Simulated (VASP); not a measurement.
# PbO2 (Fm-3m) in VASP: elastic constants with PBEsol

Aim: the elastic constants of PbO2 with PBEsol.

Program: VASP 6.6.1. These are calculated values, not measurements. Logs are shortened: lines on timing, memory, paths and dates and some standing lists are left out, and cuts for length are marked.

## 1. The cell of the first run

The structure is cubic, space group Fm-3m (No. 225). The conventional cell has a = 5.404 Å, b = 5.404 Å, c = 5.404 Å, α = 90.00°, β = 90.00°, γ = 90.00°. Pb (site symmetry m-3m) has 8 O at 2.34 Å within 3.1 Å. O (site symmetry -43m) has 4 Pb at 2.34 Å and 6 O at 2.70 Å within 3.1 Å.

## 2. Elastic constants, PBEsol

Contents of INCAR:

```
PREC = Accurate
ENCUT = 600
EDIFF = 1E-8
ISMEAR = -1
SIGMA = 0.05
LREAL = F
LASPH = T
NELM = 80
ALGO = Normal
ISIF = 3
LWAVE = F
LCHARG = F
GGA = PS
NBANDS = 20
IBRION = 6
NFREE = 2
POTIM = 0.015
NSW = 1
```

Contents of KPOINTS:

```
regular mesh
0
Gamma
  7 7 7
```

Contents of POSCAR:

```
PbO2
1.0
    0.0000000000      2.7019920000      2.7019920000
    2.7019920000      0.0000000000      2.7019920000
    2.7019920000      2.7019920000      0.0000000000
Pb O
1 2
Direct
    0.0000000000      0.0000000000      0.0000000000
    0.7500000000      0.7500000000      0.7500000000
    0.2500000000      0.2500000000      0.2500000000
```

Potentials or basis: VASP PAW PBE potentials, release 64 (Pb_d, O).

On the command line:

```
$ cat potpaw_PBE.64/Pb_d/POTCAR potpaw_PBE.64/O/POTCAR > POTCAR
$ mpirun -np 1 vasp_std > vasp.out
```

OUTCAR:

```text
PREC = Accurate
   ENCUT = 600
   EDIFF = 1E-8
   ISMEAR = -1
   LREAL = F
   LASPH = T
   NELM = 80
   ISIF = 3
   GGA = PS
   IBRION = 6
   NFREE = 2
   POTIM = 0.015
   NSW = 1

 ion  position               nearest neighbor table
   1  0.000  0.000  0.000-   2 2.34   2 2.34   2 2.34   3 2.34   3 2.34   3 2.34   3 2.34   2 2.34

   2  0.750  0.750  0.750-   1 2.34   1 2.34   1 2.34   1 2.34
   3  0.250  0.250  0.250-   1 2.34   1 2.34   1 2.34   1 2.34

  LATTYP: Found a face centered cubic cell.
 ALAT       =     5.4039840000

  Lattice vectors:

 A1 = (   0.0000000000,   2.7019920000,   2.7019920000)
 A2 = (   2.7019920000,   0.0000000000,   2.7019920000)
 A3 = (   2.7019920000,   2.7019920000,   0.0000000000)

Analysis of symmetry for initial positions (statically):
=====================================================================
 Subroutine PRICEL returns:
 Original cell was already a primitive cell.

 Routine SETGRP: Setting up the symmetry group for a
 face centered cubic supercell.

 Subroutine GETGRP returns: Found 48 space group operations
 (whereof 48 operations were pure point group operations)
 out of a pool of 48 trial point group operations.

The static configuration has the point symmetry O_h .

Analysis of symmetry for dynamics (positions and initial velocities):
=====================================================================
 Subroutine PRICEL returns:
 Original cell was already a primitive cell.

 Routine SETGRP: Setting up the symmetry group for a
 face centered cubic supercell.

 Subroutine GETGRP returns: Found 48 space group operations
 (whereof 48 operations were pure point group operations)
 out of a pool of 48 trial point group operations.

The dynamic configuration has the point symmetry O_h .

 Subroutine INISYM returns: Found 48 space group operations
 (whereof 48 operations are pure point group operations),
 and found     1 'primitive' translations

----------------------------------------------------------------------------------------

                                     Primitive cell

  volume of cell :      39.4532

  direct lattice vectors                    reciprocal lattice vectors
     0.000000000  2.701992000  2.701992000    -0.185048660  0.185048660  0.185048660
     2.701992000  0.000000000  2.701992000     0.185048660 -0.185048660  0.185048660
     2.701992000  2.701992000  0.000000000     0.185048660  0.185048660 -0.185048660

  length of vectors
     3.821193732  3.821193732  3.821193732     0.320513682  0.320513682  0.320513682

  position of ions in fractional coordinates (direct lattice)
     0.000000000  0.000000000  0.000000000
     0.750000000  0.750000000  0.750000000
     0.250000000  0.250000000  0.250000000

  ion indices of the primitive-cell ions
   primitive index   ion index
                 1           1
                 2           2
                 3           3

----------------------------------------------------------------------------------------

 KPOINTS: regular mesh

Automatic generation of k-mesh.
 Grid dimensions read from file:
 generate k-points for:    7    7    7

 Generating k-lattice:

  Cartesian coordinates                     Fractional coordinates (reciprocal lattice)
    -0.026435523  0.026435523  0.026435523     0.142857143  0.000000000  0.000000000
     0.026435523 -0.026435523  0.026435523     0.000000000  0.142857143  0.000000000
[... 100 lines left out ...]

  energy without entropy =      -16.76229587  energy(sigma->0) =      -16.76544628

------------------------ aborting loop because EDIFF is reached ----------------------------------------

  FORCE on cell =-STRESS in cart. coord.  units (eV):
  Direction    XX          YY          ZZ          XY          YZ          ZX
  --------------------------------------------------------------------------------------
  -------------------------------------------------------------------------------------
  Total       -1.3989693     -1.3989693     -1.3989693      0.0000000      0.0000000      0.0000000
  in kB      -56.8115431    -56.8115431    -56.8115431      0.0000000      0.0000000      0.0000000
  external PRESSURE =     -56.8115431 kB  Pullay stress =       0.0000000 kB
[... 92 lines left out ...]
  FREE ENERGIE OF THE ION-ELECTRON SYSTEM (eV)
  ---------------------------------------------------
  free  energy   TOTEN  =       -16.7816502629 eV

  energy  without entropy=      -16.7763153261  energy(sigma->0) =      -16.77898279

[... ionic steps 4 to 14 ...]

--------------------------------------- Ionic step       15  -------------------------------------------

 number of electron      25.9999997 magnetization

------------------------ aborting loop because EDIFF is reached ----------------------------------------
[... 69 lines left out ...]
--------------------------------------- Ionic step       17  -------------------------------------------

 number of electron      25.9999997 magnetization

 Free energy of the ion-electron system (eV)
  ---------------------------------------------------
  ext. energy  EPLUGINS =         0.00000000
  ---------------------------------------------------
  free energy    TOTEN  =       -16.76789260 eV

  energy without entropy =      -16.76159126  energy(sigma->0) =      -16.76474193

 E-fermi :   5.5071     XC(G=0): -11.4194

 val. band max:        5.3903497716   @ k =  -0.7143  -0.2857  -0.4286
 cond. band min:       5.5212247407   @ k =   0.1429   0.1429   0.0000
 fundamental gap:      0.1308749691
 Fermi energy:         5.5070988279

 k-point     1 :       0.0000    0.0000    0.0000
  band No.  band energies     occupation
      1     -12.9820      2.00000
      2     -10.1540      2.00000
      3     -10.1401      2.00000
      4     -10.1358      2.00000
      5     -10.0816      2.00000
      6      -9.8931      2.00000
[... 541 lines left out ...]
     19      20.5240      0.00000
     20      20.9674      0.00000

 [... further k-points ...]

------------------------ aborting loop because EDIFF is reached ----------------------------------------

  FORCE on cell =-STRESS in cart. coord.  units (eV):
  Direction    XX          YY          ZZ          XY          YZ          ZX
  --------------------------------------------------------------------------------------
  -------------------------------------------------------------------------------------
  Total       -1.3941890     -1.3980094     -1.3980094      0.0000000     -0.0162353      0.0000000
  in kB      -56.6174165    -56.7725644    -56.7725644      0.0000000     -0.6593095      0.0000000
  external PRESSURE =     -56.7208485 kB  Pullay stress =       0.0000000 kB
[... 18 lines left out ...]
  FREE ENERGIE OF THE ION-ELECTRON SYSTEM (eV)
  ---------------------------------------------------
  free  energy   TOTEN  =       -16.7678925988 eV

  energy  without entropy=      -16.7615912575  energy(sigma->0) =      -16.76474193

 INTERNAL STRAIN TENSORS FROM STRAINED CELLS
 ============================================

 INTERNAL STRAIN TENSOR FOR ION    1 for displacements in x,y,z  (eV/Angst):
          X           Y           Z          XY          YZ          ZX
  --------------------------------------------------------------------------------
  x    -0.00000     0.00000    -0.00000     0.00000     0.00000    -0.00000
  y    -0.00000    -0.00000     0.00000     0.00000     0.00000     0.00000
  z     0.00000    -0.00000    -0.00000    -0.00000    -0.00000     0.00000

 INTERNAL STRAIN TENSORS FROM DISPLACED ATOMS
 ============================================

 INTERNAL STRAIN TENSOR FOR ION    1 for displacements in x,y,z  (eV/Angst):
          X           Y           Z          XY          YZ          ZX
  --------------------------------------------------------------------------------
  x     0.00000     0.00000     0.00000     0.00000     0.00000     0.00000
  y     0.00000     0.00000     0.00000     0.00000     0.00000     0.00000
  z     0.00000     0.00000     0.00000     0.00000     0.00000     0.00000

 INTERNAL STRAIN TENSOR FOR ION    3 for displacements in x,y,z  (eV/Angst):
          X           Y           Z          XY          YZ          ZX
  --------------------------------------------------------------------------------
  x    -0.00000     0.00000     0.00000     0.00000    -1.07652     0.00000
  y    -0.00000     0.00000    -0.00000     0.00000     0.00000    -1.07652
  z    -0.00000    -0.00000     0.00000    -1.07652     0.00000     0.00000

 Eigenvectors and eigenvalues of the dynamical matrix
 ----------------------------------------------------

   1 f  =   12.107656 THz    76.074648 2PiTHz  403.867939 cm-1    50.073220 meV
             X         Y         Z           dx          dy          dz
      0.000000  0.000000  0.000000    -0.000000   -0.000000    0.000000
      4.052988  4.052988  4.052988     0.525972   -0.472603    0.000000
      1.350996  1.350996  1.350996    -0.525972    0.472603    0.000000
[... 43 lines left out ...]
   9 f/i=    0.004439 THz     0.027892 2PiTHz    0.148072 cm-1     0.018359 meV
             X         Y         Z           dx          dy          dz
      0.000000  0.000000  0.000000    -0.116630   -0.042917   -0.922146
      4.052988  4.052988  4.052988    -0.032469   -0.011948   -0.256718
      1.350996  1.350996  1.350996    -0.032469   -0.011948   -0.256718

--------------------------------------------------------------------------------------------------------

 ELASTIC MODULI CONTR FROM IONIC RELAXATION (kBar)
 Direction    XX          YY          ZZ          XY          YZ          ZX
 --------------------------------------------------------------------------------
 XX          -0.0000      0.0000     -0.0000     -0.0000     -0.0000     -0.0000
 YY           0.0000     -0.0000      0.0000     -0.0000      0.0000      0.0000
 ZZ          -0.0000      0.0000     -0.0000      0.0000      0.0000     -0.0000
 XY          -0.0000     -0.0000      0.0000     -9.8076     -0.0000      0.0000
 YZ          -0.0000      0.0000      0.0000     -0.0000     -9.8076      0.0000
 ZX          -0.0000      0.0000     -0.0000      0.0000      0.0000     -9.8076
 --------------------------------------------------------------------------------

 TOTAL ELASTIC MODULI (kBar)
 Direction    XX          YY          ZZ          XY          YZ          ZX
 --------------------------------------------------------------------------------
 XX        2824.4444    466.1365    466.1365     -0.0000     -0.0000     -0.0000
 YY         466.1365   2824.4444    466.1365     -0.0000      0.0000      0.0000
 ZZ         466.1365    466.1365   2824.4444     -0.0000      0.0000      0.0000
 XY          -0.0000     -0.0000     -0.0000     -2.9309     -0.0000      0.0000
 YZ          -0.0000      0.0000      0.0000     -0.0000     -2.9309      0.0000
 ZX          -0.0000      0.0000      0.0000      0.0000      0.0000     -2.9309
 --------------------------------------------------------------------------------
```

Run time: 7.5 min. Hardware: 1 thread of Intel Xeon Platinum 8259CL at 2.50GHz (Skylake/Cascade Lake), shared host; peak memory 0.3 GiB.

What came out:

```
Elastic constants C11, C12, C44                         : 282, 47, 0 GPa
Voigt bulk modulus                                      : 125 GPa
Highest phonon frequency at Γ, LO-TO splitting left out : 404 cm⁻¹
```

Phonon frequencies in cm⁻¹ (negative: imaginary):
| q point | frequencies |
| --- | --- |
| (0.000, 0.000, 0.000) | 0 0 0 239 239 239 404 404 404 |

Elastic tensor in Voigt notation (GPa, in the Cartesian axes of the cell as first typed):
```
282  47  47   0   0   0
 47 282  47   0   0   0
 47  47 282   0   0   0
  0   0   0   0   0   0
  0   0   0   0   0   0
  0   0   0   0   0   0
```

Clamped-ion elastic tensor (GPa):
```
282  47  47   0   0   0
 47 282  47   0   0   0
 47  47 282   0   0   0
  0   0   0   1   0   0
  0   0   0   0   1   0
  0   0   0   0   0   1
```

Caveat: the cell is under stress, which shifts elastic constants; the elastic tensor has a negative eigenvalue, so either the cell is unstable as it stands or the mesh is too thin; the PAW data sets were made with another functional, which shifts forces and pressure a little; spin-orbit coupling is left out, which moves the levels of the heavy elements.
